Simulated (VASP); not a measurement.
# Mo: single point with revPBE

Mo:

```xyz
1
Lattice="0.0000 1.9533 1.9533 1.9533 0.0000 1.9533 1.9533 1.9533 0.0000" Properties=species:S:1:pos:R:3 pbc="T T T"
Mo    0.0000    0.0000    0.0000
```

This cell differs from its parent crystal: volume scaled by 0.92.

```yaml
Program: VASP 6.6.1
Task: single point
Functional: revPBE
Potentials_or_basis: VASP PAW PBE potentials, release 64 (Mo_sv)
Cutoff: 520 eV
k_mesh: 15 × 15 × 15
Occupations: fermi-dirac, width 0.1 eV
Spin: no spin polarisation
```

```json
{"Pressure": "23.8 GPa", "Band gap on the k mesh": "zero (band 7 reaches 17.29 eV, above the bottom of band 8 at 12.16 eV)"}
```

Levels at points of the mesh, in eV from the Fermi level:
```
           k point  band 5  band 6  band 7  band 8  band 9  band 10
(0.00, 0.00, 0.00)   -6.92   -0.83   -0.83   -0.83    2.15     2.15
```

Run time: 34 s on 1 thread of AMD EPYC 7R43 64-Core Processor (Zen 3), with other jobs on the host, peak memory 0.11 GiB.

Caveat: the PAW data sets were made with another functional, which shifts forces and pressure a little.
